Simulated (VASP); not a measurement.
Wanted: the native input for a VASP 6.6.1 run.

```yaml
Task: single point
Functional: PBE
Potentials_or_basis: VASP PAW PBE potentials, release 64 (Ru_pv, Al)
Cutoff: 520 eV
k_mesh: 11 × 11 × 6
Occupations: fermi-dirac, width 0.08 eV
Spin: no spin polarisation
Dipole_correction: no
Further_INCAR_settings: ALGO = Normal; EDIFF = 1e-06; NBANDS = 25
```

The structure of AlRu (NiAs type) lies in POSCAR:

```
AlRu
1.0
    2.8265514426      0.0000000000      0.0000000000
   -1.4132757213      2.4478653544      0.0000000000
    0.0000000000      0.0000000000      7.6781046008
Ru Al
2 2
Direct
    0.0000000000      0.0000000000      0.0000000000
    0.0000000000      0.0000000000      0.5000000000
    0.3333333333      0.6666666667      0.2500000000
    0.6666666667      0.3333333333      0.7500000000
```

This cell differs from its parent crystal: volume scaled by 0.94.

These files were run (other wordings do the same):

INCAR

```
PREC = Accurate ; ENCUT = 520
EDIFF = 1E-6 ; ISMEAR = -1
SIGMA = 0.08 ; LREAL = False
LASPH = True ; NELM = 60
ALGO = Normal ; ISIF = 2
LWAVE = False ; LCHARG = True
GGA = PE ; LELF = True
LVHAR = True ; NBANDS = 25
```

KPOINTS

```
regular mesh
0
Gamma
  11 11 6
```

Potentials or basis: VASP PAW PBE potentials, release 64 (Ru_pv, Al).

Command:

```sh
$ cat potpaw_PBE.64/Ru_pv/POTCAR potpaw_PBE.64/Al/POTCAR > POTCAR
$ mpirun -np 1 vasp_std > vasp.out
```

Results of the run:

* Pressure: 13.4 GPa
* Band gap on the k mesh: zero (band 17 reaches 13.31 eV, above the bottom of band 18 at 10.55 eV)

It took 110 s on 1 thread of AMD EPYC 7R43 64-Core Processor (Zen 3), with other jobs on the host, peak memory 0.18 GiB.
